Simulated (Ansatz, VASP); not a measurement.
## Mn: VASP beside Ansatz

File INCAR:

```
PREC     = Accurate       # precision mode
ENCUT    = 500            # plane-wave cutoff, eV
EDIFF    = 1E-7           # SCF threshold, eV
ISMEAR   = 0              # smearing method
SIGMA    = 0.1            # smearing width, eV
LREAL    = F              # projectors in reciprocal space
LASPH    = T              # aspherical terms in the spheres
NELM     = 200            # most SCF steps
ALGO     = Normal         # electronic algorithm
ISIF     = 3              # what is computed and relaxed
LWAVE    = F              # write WAVECAR
LCHARG   = F              # write CHGCAR
ISPIN    = 2              # spin polarisation
MAGMOM   = 1.53           # initial moments
LORBIT   = 11             # projections on sites
LMAXMIX  = 4              # l up to which the mixer works
GGA      = PS             # functional
IBRION   = 2              # ionic algorithm
NSW      = 90             # ionic steps
EDIFFG   = -0.04          # ionic threshold
GGA_COMPAT= F            
NELMIN   = 4
```

KPOINTS

```
Automatic mesh
0
Gamma
  8 8 8
```

File POSCAR:

```
Mn
1.0
   -1.5300022839      1.5300022839      1.5300022839
    1.5300022839     -1.5300022839      1.5300022839
    1.5300022839      1.5300022839     -1.5300022839
Mn
1
Direct
    0.0000000000      0.0000000000      0.0000000000
```

Input for Ansatz:

```yaml
crystal:
  lattice:
    - [-1.5300022839, 1.5300022839, 1.5300022839]
    - [1.5300022839, -1.5300022839, 1.5300022839]
    - [1.5300022839, 1.5300022839, -1.5300022839]
  atoms:
    - { symbol: Mn, position: [0.0, 0.0, 0.0], spin: 1.53 }
basis:
  ecutwfc: 420
kpoints:
  mp_grid: { grid: [8, 8, 8] }
hamiltonian:
  xc: pbesol
scf:
  occupations: { method: gaussian, width: 0.1 }
  lower_state_search: "off"
output:
  forces: true
  stress: true
  eigenvalues: true
  populations: true
magnetization:
  spin_polarized: true
relax:
  adjacent_minimum: "off"
  f_tol: 0.04
  max_steps: 70
  cell: { stress_tol: 0.4 }
```

Alike in both runs: task relaxation of cell and atoms; functional PBEsol; k mesh 8 × 8 × 8; occupations gaussian, width 0.1 eV; collinear spin.

|  | VASP | Ansatz |
| --- | --- | --- |
| version | VASP 6.6.1 | Ansatz 0.2.0 |
| potentials or method | VASP PAW PBE potentials, release 64 (Mn_pv), cutoff 500 eV | scalar-relativistic, plane waves, PAW |
| valence electrons in the cell | 13 | 15 |

|  | VASP | Ansatz | Ansatz less VASP |
| --- | --- | --- | --- |
| gap on the k mesh at the Fermi level, each at its own relaxed structure (eV) | none | none | - |
| net moment per atom (μB) | 0.66 | 0.65 | -0.003 |
| size of the moment on the site where the two differ most (μB) | 0.65 | 0.65 | -0.006 |
| relaxed volume (Å³/atom) | 10.44 | 10.45 | +0.011 |
| relaxed cell length with the largest relative difference (Å) | 2.385 | 2.386 | +0.0009 |

VASP's potentials were made for PBE, not for PBEsol. Site moments also hang on the region over which each program counts them. A gap of «none» marks a metal or a gap that the smearing closes. VASP's potentials hold 13 valence electrons a cell and Ansatz's 15, so a difference there can come from the potentials and not from the codes.

The k mesh is coarse, so the values compare programs but aren't converged. Noted on VASP's run: the volume moved by over 15 % at a fixed basis, so the end points are rough.
